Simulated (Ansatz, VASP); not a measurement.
**CsH in VASP and in Ansatz**

```xyz
2
Lattice="0.0000 3.0883 3.3971 3.0883 0.0000 3.3971 3.0883 3.0883 0.0000" Properties=species:S:1:pos:R:3 pbc="T T T"
Cs    0.0000    0.0000    0.0000
H     3.0883    3.0883    3.3971
```

Alike in both runs: task single point; functional LDA; k mesh 8 × 8 × 8; occupations gaussian, width 0.05 eV; no spin polarisation.

```csv
,VASP,Ansatz
version,VASP 6.6.1,Ansatz 0.2.0
potentials or method,"VASP PAW LDA potentials, release 64 (Cs_sv, H), cutoff 520 eV","scalar-relativistic, plane waves, PAW"
valence electrons in the cell,10,10
```

```csv
,VASP,Ansatz,Ansatz less VASP
gap on the k mesh at the Fermi level (eV),1.90,1.92,+0.019
least direct gap on the mesh (eV),1.90,1.92,+0.019
pressure (GPa),-1.0,-1.1,-0.02
"traceless stress, the component that is largest in VASP (GPa)",-0.99,-0.96,+0.031
```

LDA's correlation is that of Perdew and Zunger in VASP and of Perdew and Wang (1992) in Ansatz.

Spin-orbit coupling is off throughout.
